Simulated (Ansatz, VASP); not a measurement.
**Pt in VASP and in Ansatz**

File INCAR:

```
SYSTEM = Pt
  PREC = Accurate
  ENCUT = 520
  EDIFF = 1E-6
  ISMEAR = 0
  SIGMA = 0.1
  LREAL = .False.
  LASPH = .True.
  NELM = 80
  ALGO = Fast
  ISIF = 2
  LWAVE = .False.
  LCHARG = .False.
  LDIPOL = .True.
  IDIPOL = 3
  DIPOL = 0.5 0.5 0.500
  GGA = CA
  NBANDS = 33
```

KPOINTS

```
regular mesh
0
Gamma
  12 12 1
  0 0 0
```

File POSCAR:

```
Pt
1.0
    2.8072933478      0.0000000000      0.0000000000
   -1.4036466739      2.4311873550      0.0000000000
    0.0000000000      0.0000000000     24.1685816804
Pt
5
Direct
    0.6666666667      0.3333333333      0.3103202372
    0.3333333333      0.6666666667      0.4051601186
    0.0000000000      0.0000000000      0.5000000000
    0.6666666667      0.3333333333      0.5948398814
    0.3333333333      0.6666666667      0.6896797628
```

Input for Ansatz:

```yaml
crystal:
  lattice:
    - [2.8072933478, 0.0, 0.0]
    - [-1.4036466739, 2.431187355, 0.0]
    - [0.0, 0.0, 24.1685816804]
  atoms:
    - { symbol: Pt, position: [0.6666666667, 0.3333333333, 0.3103202372] }
    - { symbol: Pt, position: [0.3333333333, 0.6666666667, 0.4051601186] }
    - { symbol: Pt, position: [0.0, 0.0, 0.5] }
    - { symbol: Pt, position: [0.6666666667, 0.3333333333, 0.5948398814] }
    - { symbol: Pt, position: [0.3333333333, 0.6666666667, 0.6896797628] }
basis:
  ecutwfc: 420
kpoints:
  mp_grid: { grid: [12, 12, 1] }
hamiltonian:
  xc: lda
scf:
  occupations: { method: gaussian, width: 0.1 }
output:
  forces: true
  stress: true
  eigenvalues: true
  write_density: true
  write_potential: true
  elf: true
  volumetric_format: npy
efield:
  axis: 3
  dipole_correction: true
  ramp_width: 0.04
```

Alike in both runs: task single point; functional LDA; k mesh 12 × 12 × 1; occupations gaussian, width 0.1 eV; no spin polarisation.

```csv
,VASP,Ansatz
version,VASP 6.6.1,Ansatz 0.2.0
potentials or method,"VASP PAW LDA potentials, release 64 (Pt), cutoff 520 eV","scalar-relativistic, plane waves, PAW"
valence electrons in the cell,50,90
```

|  | VASP | Ansatz | Ansatz less VASP |
| --- | --- | --- | --- |
| gap on the k mesh at the Fermi level (eV) | none | none | - |
| rms of the force components (eV/Å) | 0.212 | 0.219 | +0.0075 |

LDA's correlation is that of Perdew and Zunger in VASP and of Perdew and Wang (1992) in Ansatz. Atom by atom the forces differ by 0.008 eV/Å (rms over components). A gap of «none» marks a metal or a gap that the smearing closes. VASP's potentials hold 50 valence electrons a cell and Ansatz's 90, so a difference there can come from the potentials and not from the codes. Ansatz's warnings: xc potential rough in thin density.

Neither program's run includes spin-orbit coupling.
